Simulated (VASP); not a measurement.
# Al3GaN4 (P-42m) in VASP: further runs

The runs below take Al3GaN4 through single point, with PBEsol.

All numbers are computed with VASP 6.6.1; they aren't measurements. Logs are shortened: lines on timing, memory, paths and dates and some standing lists are left out, and cuts for length are marked.

### 1 The cell of the first run

It takes space group P-42m (No. 111, tetragonal). Conventional cell: a = 3.914 Å, b = 3.914 Å, c = 4.695 Å, α = 90.00°, β = 90.00°, γ = 90.00°. Al (site symmetry -42m) has 4 N at 1.81 Å within 2.4 Å. Al (site symmetry 222) has 4 N at 1.80 Å within 2.4 Å. Ga (site symmetry -42m) has 4 N at 1.85 Å within 2.5 Å. N (site symmetry m) has 3 Al at 1.80 to 1.81 Å and 1 Ga at 1.85 Å within 2.4 Å.

### 2 Single point, PBEsol (8.99 Å³/atom)

Contents of INCAR:

```
ALGO = Normal
EDIFF = 1E-6
ENCUT = 520
GGA = PS
ISIF = 2
ISMEAR = 0
LASPH = T
LCHARG = F
LREAL = F
LWAVE = F
NBANDS = 31
NELM = 100
PREC = Accurate
SIGMA = 0.05
```

Contents of KPOINTS:

```
k-points
0
Gamma
  6 6 6
```

Contents of POSCAR:

```
Al3GaN4
1.0
    3.9135618146      0.0000000000      0.0000000000
    0.0000000000      3.9135618146      0.0000000000
    0.0000000000      0.0000000000      4.6947087528
Al Ga N
3 1 4
Direct
    0.5000000000      0.5000000000      0.0000000000
    0.5000000000      0.0000000000      0.5000000000
    0.0000000000      0.5000000000      0.5000000000
    0.0000000000      0.0000000000      0.0000000000
    0.7447140287      0.7447140287      0.2552859713
    0.7447140287      0.2552859713      0.7447140287
    0.2552859713      0.7447140287      0.7447140287
    0.2552859713      0.2552859713      0.2552859713
```

Potentials or basis: VASP PAW PBE potentials, release 64 (Al, Ga_d, N).

On the command line:

```console
cat potpaw_PBE.64/Al/POTCAR potpaw_PBE.64/Ga_d/POTCAR potpaw_PBE.64/N/POTCAR > POTCAR
mpirun -np 1 vasp_std > vasp.out
```

OUTCAR:

```text
EDIFF = 1E-6
   ENCUT = 520
   GGA = PS
   ISIF = 2
   ISMEAR = 0
   LASPH = T
   LREAL = F
   NELM = 100
   PREC = Accurate

 ion  position               nearest neighbor table
   1  0.500  0.500  0.000-   5 1.81   6 1.81   7 1.81   8 1.81   4 2.77   4 2.77   4 2.77   4 2.77
                             3 3.06   2 3.06   3 3.06   2 3.06   3 3.06   2 3.06   3 3.06   2 3.06
   2  0.500  0.000  0.500-   5 1.80   6 1.80   7 1.80   8 1.80   3 2.77   3 2.77   3 2.77   3 2.77
                             4 3.06   1 3.06   1 3.06   1 3.06   4 3.06   4 3.06   4 3.06   1 3.06
   3  0.000  0.500  0.500-   5 1.80   6 1.80   7 1.80   8 1.80   2 2.77   2 2.77   2 2.77   2 2.77
                             4 3.06   1 3.06   4 3.06   4 3.06   1 3.06   4 3.06   1 3.06   1 3.06
   4  0.000  0.000  0.000-   5 1.85   6 1.85   7 1.85   8 1.85   1 2.77   1 2.77   1 2.77   1 2.77
                             3 3.06   2 3.06   3 3.06   3 3.06   3 3.06   2 3.06   2 3.06   2 3.06
   5  0.745  0.745  0.255-   2 1.80   3 1.80   1 1.81   4 1.85
   6  0.745  0.255  0.745-   2 1.80   3 1.80   1 1.81   4 1.85
   7  0.255  0.745  0.745-   2 1.80   3 1.80   1 1.81   4 1.85
   8  0.255  0.255  0.255-   2 1.80   3 1.80   1 1.81   4 1.85

  LATTYP: Found a simple tetragonal cell.
 ALAT       =     3.9135618146
 C/A-ratio  =     1.1996000000

  Lattice vectors:

 A1 = (   3.9135618146,   0.0000000000,   0.0000000000)
 A2 = (   0.0000000000,   3.9135618146,   0.0000000000)
 A3 = (   0.0000000000,   0.0000000000,   4.6947087528)

Analysis of symmetry for initial positions (statically):
=====================================================================
 Subroutine PRICEL returns:
 Original cell was already a primitive cell.

 Routine SETGRP: Setting up the symmetry group for a
 simple tetragonal supercell.

 Subroutine GETGRP returns: Found  8 space group operations
 (whereof  8 operations were pure point group operations)
 out of a pool of 16 trial point group operations.

The static configuration has the point symmetry D_2d.

Analysis of symmetry for dynamics (positions and initial velocities):
=====================================================================
 Subroutine PRICEL returns:
 Original cell was already a primitive cell.

 Routine SETGRP: Setting up the symmetry group for a
 simple tetragonal supercell.

 Subroutine GETGRP returns: Found  8 space group operations
 (whereof  8 operations were pure point group operations)
 out of a pool of 16 trial point group operations.

The dynamic configuration has the point symmetry D_2d.

 Subroutine INISYM returns: Found  8 space group operations
 (whereof  8 operations are pure point group operations),
 and found     1 'primitive' translations

----------------------------------------------------------------------------------------

                                     Primitive cell

  volume of cell :      71.9040

  direct lattice vectors                    reciprocal lattice vectors
     3.913561815  0.000000000  0.000000000     0.255521708  0.000000000  0.000000000
     0.000000000  3.913561815  0.000000000     0.000000000  0.255521708  0.000000000
     0.000000000  0.000000000  4.694708753     0.000000000  0.000000000  0.213005759

  length of vectors
     3.913561815  3.913561815  4.694708753     0.255521708  0.255521708  0.213005759

  position of ions in fractional coordinates (direct lattice)
     0.500000000  0.500000000  0.000000000
     0.500000000  0.000000000  0.500000000
     0.000000000  0.500000000  0.500000000
     0.000000000  0.000000000  0.000000000
     0.744714029  0.744714029  0.255285971
     0.744714029  0.255285971  0.744714029
     0.255285971  0.744714029  0.744714029
     0.255285971  0.255285971  0.255285971

  ion indices of the primitive-cell ions
   primitive index   ion index
                 1           1
                 2           2
                 3           3
                 4           4
                 5           5
                 6           6
                 7           7
                 8           8

----------------------------------------------------------------------------------------

 KPOINTS: k-points

Automatic generation of k-mesh.
 Grid dimensions read from file:
 generate k-points for:    6    6    6

 Generating k-lattice:

  Cartesian coordinates                     Fractional coordinates (reciprocal lattice)
     0.042586951  0.000000000  0.000000000     0.166666667  0.000000000  0.000000000
     0.000000000  0.042586951  0.000000000     0.000000000  0.166666667  0.000000000
     0.000000000  0.000000000  0.035500960     0.000000000  0.000000000  0.166666667

  Length of vectors
     0.042586951  0.042586951  0.035500960

  Shift w.r.t. Gamma in fractional coordinates (k-lattice)
     0.000000000  0.000000000  0.000000000

 Subroutine IBZKPT returns following result:
 ===========================================

 Found     40 irreducible k-points:

 Following reciprocal coordinates:
            Coordinates               Weight
  0.000000  0.000000  0.000000      1.000000
  0.166667  0.000000  0.000000      4.000000
  0.333333  0.000000  0.000000      4.000000
  0.500000  0.000000  0.000000      2.000000
  0.166667  0.166667  0.000000      4.000000
  0.333333  0.166667  0.000000      8.000000
[... 16 lines left out ...]
  0.333333  0.000000  0.333333      8.000000
  0.500000  0.000000  0.333333      4.000000
 [... further k-points ...]
   k-points           NKPTS =     40   k-points in BZ     NKDIM =     40   number of bands    NBANDS=     31
   number of dos      NEDOS =    301   number of ions     NIONS =      8
   total plane-waves  NPLWV =  32400
   dimension x,y,z NGX =    30 NGY =   30 NGZ =   36
   dimension x,y,z NGXF=    60 NGYF=   60 NGZF=   72
   ions per type =               3   1   4
   NGX,Y,Z   is equivalent  to a cutoff of  12.74, 12.74, 12.75 a.u.
   NGXF,Y,Z  is equivalent  to a cutoff of  25.49, 25.49, 25.50 a.u.
 SYSTEM =  unknown system
   PREC   = accura    normal or accurate (medium, high low for compatibility)
   ISTART =      0    job   : 0-new  1-cont  2-samecut
   ICHARG =      2    charge: 1-file 2-atom 10-const
   ISPIN  =      1    spin polarized calculation?
   LNONCOLLINEAR =      F non collinear calculations
   LSORBIT =      F    spin-orbit coupling
   LASPH  =      T    aspherical Exc in radial PAW
   ENCUT  =  520.0 eV  38.22 Ry    6.18 a.u.   7.28  7.28  8.73*2*pi/ulx,y,z
   NELM   =    100;   NELMIN=  2; NELMDL= -5     # of ELM steps
   EDIFF  = 0.1E-05   stopping-criterion for ELM
   LREAL  =      F    real-space projection
   EDIFFG = 0.1E-04   stopping-criterion for IOM
   NSW    =      0    number of steps for IOM
   IBRION =     -1    ionic relax: 0-MD 1-quasi-New 2-CG
   NFREE  =      0    steps in history (QN), initial steepest desc. (CG)
   ISIF   =      2    stress and relaxation
   ISYM   =      2    0-nonsym 1-usesym 2-fastsym
   POTIM  = 0.5000    time-step for ionic-motion
   TEBEG  =    0.0;   TEEND  =   0.0 temperature during run
   PSTRESS=    0.0 pullay stress
   NELECT =      42.0000    total number of electrons
   NUPDOWN=      -1.0000    fix difference up-down
   EMIN   =  10.00;   EMAX   =-10.00  energy-range for DOS
   EFERMI =   0.00;   METHOD = LEGACY
   ISMEAR =     0;   SIGMA  =   0.05  broadening in eV -4-tet -1-fermi 0-gaus
   EFERMI_NEDOS =   21; number of points for ismear=-14 and -15
   IALGO  =     38    algorithm
   IMIX   =      4    mixing-type and parameters
     AMIX     =   0.40;   BMIX     =  1.00
     AMIX_MAG =   1.60;   BMIX_MAG =  1.00
  volume/ion in A,a.u.               =       8.99        60.65
  Fermi-wavevector in a.u.,A,eV,Ry     =   1.368486  2.586063 25.480351  1.872753
  Thomas-Fermi vector in A             =   2.494445
   LORBIT       =      0    0 simple, 1 ext, 2 COOP (PROOUT), +10 PAW based schemes
   GGA     = PS    functional components
   LHFCALC =     F    Hartree Fock is set to
   AEXX    =    0.0000 exact exchange contribution
   IVDW    =     0    specifies the selected vdW correction
   LEPSILON=     F    determine dielectric tensor
   LRPA    =     F    only Hartree local field effects (RPA)
 non-spin polarized calculation
 Gauss-broadening in eV      SIGMA  =   0.05
  energy-cutoff  :      520.00
  volume of cell :       71.90
 maximum number of plane-waves:      1965
 NGX is ok and might be reduce to    30
   NGX = 15   NGY = 15   NGZ = 17

 number of electron      41.9999996 magnetization

 Free energy of the ion-electron system (eV)
  ---------------------------------------------------
  ext. energy  EPLUGINS =         0.00000000
  ---------------------------------------------------
  free energy    TOTEN  =       -57.30666120 eV

  energy without entropy =      -57.30666120  energy(sigma->0) =      -57.30666120

 E-fermi :   8.4312     XC(G=0): -12.1876

 val. band max:        8.1596117159   @ k =   0.3333   0.3333   0.0000
 cond. band min:      10.7477606388   @ k =   0.0000   0.0000   0.0000
 fundamental gap:      2.5881489229
 Fermi energy:         8.4312011184

 k-point     1 :       0.0000    0.0000    0.0000
  band No.  band energies     occupation
      1      -8.8593      2.00000
      2      -6.5630      2.00000
      3      -6.1839      2.00000
      4      -6.1839      2.00000
      5      -5.2106      2.00000
      6      -5.1453      2.00000
[... 23 lines left out ...]
     30      20.8791      0.00000
     31      20.8838      0.00000

 k-point     2 :       0.1667    0.0000    0.0000
  band No.  band energies     occupation
      1      -8.6776      2.00000
      2      -6.5456      2.00000
      3      -6.2845      2.00000
      4      -6.2099      2.00000
      5      -5.2004      2.00000
      6      -5.1354      2.00000
[... 740 lines left out ...]
 k-point    24 :       0.5000    0.0000    0.3333
  band No.  band energies     occupation
      1      -7.2112      2.00000
      2      -7.0280      2.00000
      3      -6.6962      2.00000
      4      -6.4432      2.00000
      5      -5.1622      2.00000
      6      -5.0424      2.00000
[... 23 lines left out ...]
     30      18.9414      0.00000
     31      19.4839      0.00000

 [... further k-points ...]

------------------------ aborting loop because EDIFF is reached ----------------------------------------

  FORCE on cell =-STRESS in cart. coord.  units (eV):
  Direction    XX          YY          ZZ          XY          YZ          ZX
  --------------------------------------------------------------------------------------
  -------------------------------------------------------------------------------------
  Total       25.9435529     25.9435529      8.9805321      0.0000000      0.0000000      0.0000000
  in kB      578.0787203    578.0787203    200.1057651      0.0000000      0.0000000      0.0000000
  external PRESSURE =     452.0877353 kB  Pullay stress =       0.0000000 kB

 VOLUME and BASIS-vectors are now :
 -----------------------------------------------------------------------------
  energy-cutoff  :      520.00
  volume of cell :       71.90
      direct lattice vectors                 reciprocal lattice vectors
     3.913561815  0.000000000  0.000000000     0.255521708  0.000000000  0.000000000
     0.000000000  3.913561815  0.000000000     0.000000000  0.255521708  0.000000000
     0.000000000  0.000000000  4.694708753     0.000000000  0.000000000  0.213005759

 POSITION                                       TOTAL-FORCE (eV/Angst)
 -----------------------------------------------------------------------------------
      1.95678      1.95678      0.00000         0.000000      0.000000      0.000000
      1.95678      0.00000      2.34735         0.000000      0.000000     -0.000000
      0.00000      1.95678      2.34735        -0.000000      0.000000      0.000000
      0.00000      0.00000      0.00000         0.000000      0.000000      0.000000
      2.91448      2.91448      1.19849        -0.101507     -0.101507     -0.177861
      2.91448      0.99908      3.49622        -0.101507      0.101507      0.177861
      0.99908      2.91448      3.49622         0.101507     -0.101507      0.177861
      0.99908      0.99908      1.19849         0.101507      0.101507     -0.177861
 -----------------------------------------------------------------------------------
    total drift:                                0.000000      0.000000      0.000000

  FREE ENERGIE OF THE ION-ELECTRON SYSTEM (eV)
  ---------------------------------------------------
  free  energy   TOTEN  =       -57.3066611955 eV

  energy  without entropy=      -57.3066611955  energy(sigma->0) =      -57.30666120
```

Run time: 2.4 min. Hardware: 1 thread of AMD EPYC 7R13, shared host; peak memory 0.19 GiB.

What came out:

- Free energy: -57.3067 eV
- Pressure: 45.2 GPa
- Largest force: 0.229 eV/Å
- Band gap on the k mesh: 2.59 eV (least direct gap 2.79 eV)

Forces in eV/Å, atoms in the order of the input:
```
Al   0.000  0.000  0.000
Al   0.000  0.000  0.000
Al   0.000  0.000  0.000
Ga   0.000  0.000  0.000
N   -0.102 -0.102 -0.178
N   -0.102  0.102  0.178
N    0.102 -0.102  0.178
N    0.102  0.102 -0.178
```

Caveat: the stress differs along the axes, from 20 to 58 GPa; the PAW data sets were made with another functional, which shifts forces and pressure a little. A k mesh can miss the band edges.

### 3 Single point, PBEsol (8.99 Å³/atom)

Contents of INCAR:

```
PREC = Accurate ; ENCUT = 520
EDIFF = 1E-7 ; ISMEAR = 0
SIGMA = 0.05 ; LREAL = False
LASPH = True ; NELM = 60
ALGO = Normal ; ISIF = 2
LWAVE = False ; LCHARG = False
GGA = PS ; NBANDS = 31
```

Contents of KPOINTS:

```
Automatic mesh
0
Gamma
  6 6 6
```

POSCAR, as its differences from that of step 2:

```diff
@@ -2,5 +2,5 @@
 1.0
-    3.9135618146      0.0000000000      0.0000000000
-    0.0000000000      3.9135618146      0.0000000000
-    0.0000000000      0.0000000000      4.6947087528
+    4.0751290900      0.0000000000      0.0000000000
+    0.0000000000      4.0751290900      0.0000000000
+    0.0000000000      0.0000000000      4.3298246582
 Al Ga N
```

Potentials or basis: VASP PAW PBE potentials, release 64 (Al, Ga_d, N).

On the command line:

```console
cat potpaw_PBE.64/Al/POTCAR potpaw_PBE.64/Ga_d/POTCAR potpaw_PBE.64/N/POTCAR > POTCAR
mpirun -np 1 vasp_std > vasp.out
```

OUTCAR:

```text
PREC = Accurate
   ENCUT = 520
   EDIFF = 1E-7
   ISMEAR = 0
   LREAL = False
   LASPH = True
   NELM = 60
   ISIF = 2
   GGA = PS

 ion  position               nearest neighbor table
   1  0.500  0.500  0.000-   5 1.79   6 1.79   7 1.79   8 1.79   4 2.88   4 2.88   4 2.88   4 2.88
                             3 2.97   2 2.97   3 2.97   2 2.97   3 2.97   2 2.97   3 2.97   2 2.97
   2  0.500  0.000  0.500-   5 1.79   6 1.79   7 1.79   8 1.79   3 2.88   3 2.88   3 2.88   3 2.88
[... 1037 lines left out ...]
  Total       22.8998403     22.8998403     19.3984445      0.0000000      0.0000000      0.0000000
  in kB      510.2581904    510.2581904    432.2394864      0.0000000      0.0000000      0.0000000
  external PRESSURE =     484.2519557 kB  Pullay stress =       0.0000000 kB

 VOLUME and BASIS-vectors are now :
 -----------------------------------------------------------------------------
  energy-cutoff  :      520.00
  volume of cell :       71.90
      direct lattice vectors                 reciprocal lattice vectors
     4.075129090  0.000000000  0.000000000     0.245390999  0.000000000  0.000000000
     0.000000000  4.075129090  0.000000000     0.000000000  0.245390999  0.000000000
     0.000000000  0.000000000  4.329824658     0.000000000  0.000000000  0.230956235

 POSITION                                       TOTAL-FORCE (eV/Angst)
 -----------------------------------------------------------------------------------
      2.03756      2.03756      0.00000        -0.000000      0.000000     -0.000000
      2.03756      0.00000      2.16491         0.000000      0.000000     -0.000000
      0.00000      2.03756      2.16491         0.000000      0.000000     -0.000000
      0.00000      0.00000      0.00000        -0.000000      0.000000     -0.000000
      3.03481      3.03481      1.10534        -0.070559     -0.070559     -0.042985
      3.03481      1.04032      3.22448        -0.070559      0.070559      0.042985
      1.04032      3.03481      3.22448         0.070559     -0.070559      0.042985
      1.04032      1.04032      1.10534         0.070559      0.070559     -0.042985
 -----------------------------------------------------------------------------------
    total drift:                               -0.000000     -0.000000      0.000000

  FREE ENERGIE OF THE ION-ELECTRON SYSTEM (eV)
  ---------------------------------------------------
  free  energy   TOTEN  =       -58.0728484662 eV

  energy  without entropy=      -58.0728484662  energy(sigma->0) =      -58.07284847
```

OSZICAR:

```text
N       E                     dE             d eps       ncg     rms          rms(c)
DAV:   1     0.330222094168E+03    0.33022E+03   -0.19958E+04  2829   0.180E+03
DAV:   2    -0.254151483606E+02   -0.35564E+03   -0.32886E+03  2930   0.469E+02
DAV:   3    -0.668843547516E+02   -0.41469E+02   -0.40941E+02  2825   0.129E+02
DAV:   4    -0.683638497454E+02   -0.14795E+01   -0.14751E+01  3288   0.269E+01
DAV:   5    -0.683976531333E+02   -0.33803E-01   -0.33794E-01  2948   0.385E+00    0.181E+01
DAV:   6    -0.581180602367E+02    0.10280E+02   -0.26392E+01  3889   0.668E+01    0.619E+00
DAV:   7    -0.581677245074E+02   -0.49664E-01   -0.42901E+00  2993   0.131E+01    0.441E+00
DAV:   8    -0.581015959513E+02    0.66129E-01   -0.50867E-01  3339   0.727E+00    0.955E-01
DAV:   9    -0.580729129832E+02    0.28683E-01   -0.97163E-02  3955   0.485E+00    0.445E-01
DAV:  10    -0.580727626282E+02    0.15036E-03   -0.14322E-02  3013   0.689E-01    0.175E-01
DAV:  11    -0.580728626575E+02   -0.10003E-03   -0.78015E-04  3925   0.377E-01    0.249E-02
DAV:  12    -0.580728489171E+02    0.13740E-04   -0.16455E-04  3850   0.197E-01    0.175E-02
DAV:  13    -0.580728485270E+02    0.39015E-06   -0.11540E-05  3845   0.436E-02    0.738E-03
DAV:  14    -0.580728484542E+02    0.72785E-07   -0.28964E-06  3246   0.102E-02    0.113E-03
DAV:  15    -0.580728484662E+02   -0.11993E-07   -0.10281E-07  2086   0.336E-03
   1 F= -.58072848E+02 E0= -.58072848E+02  d E =-.236206E-17
```

Run time: 2.1 min. Hardware: 1 thread of AMD EPYC 7R13, shared host; peak memory 0.19 GiB.

Results:

```yaml
Free_energy: -58.0728 eV
Pressure: 48.4 GPa
Largest_force: 0.109 eV/Å
Band_gap_on_the_k_mesh: 3.17 eV (least direct gap 3.23 eV)
```

Forces on the atoms (eV/Å):
```
Al   0.000  0.000  0.000
Al   0.000  0.000  0.000
Al   0.000  0.000  0.000
Ga   0.000  0.000  0.000
N   -0.071 -0.071 -0.043
N   -0.071  0.071  0.043
N    0.071 -0.071  0.043
N    0.071  0.071 -0.043
```

Caveat: the stress differs along the axes, from 43 to 51 GPa; the PAW data sets were made with another functional, which shifts forces and pressure a little.

(Continued in part 2 of 2.)
